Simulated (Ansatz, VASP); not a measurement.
## One calculation of Al2Cu, two programs

```
Al Cu
1.0
    -3.01500    3.01500    2.42500
     3.01500   -3.01500    2.42500
     3.01500    3.01500   -2.42500
Al Cu
4 2
Direct
  0.65800 0.84200 0.50000
  0.15800 0.65800 0.81600
  0.84200 0.34200 0.18400
  0.34200 0.15800 0.50000
  0.25000 0.25000 0.00000
  0.75000 0.75000 0.00000
```

Alike in both runs: task relaxation of cell and atoms; functional PBE; k mesh 4 × 4 × 4; occupations gaussian, width 0.2 eV; no spin polarisation.

|  | VASP | Ansatz |
| --- | --- | --- |
| version | VASP 6.6.1 | Ansatz 0.2.0 |
| potentials or method | VASP PAW PBE potentials, release 64 (Al, Cu), cutoff 600 eV | scalar-relativistic, plane waves, PAW |
| valence electrons in the cell | 34 | 50 |

|  | VASP | Ansatz | Ansatz less VASP |
| --- | --- | --- | --- |
| gap on the k mesh at the Fermi level, each at its own relaxed structure (eV) | none | none | - |
| relaxed volume (Å³/atom) | 14.93 | 14.93 | 0.000 |
| relaxed cell length with the largest relative difference (Å) | 4.950 | 4.949 | -0.0006 |

A gap of «none» marks a metal or a gap that the smearing closes. VASP's potentials hold 34 valence electrons a cell and Ansatz's 50, so a difference there can come from the potentials and not from the codes.

The k mesh is coarse, so the values compare programs but aren't converged.
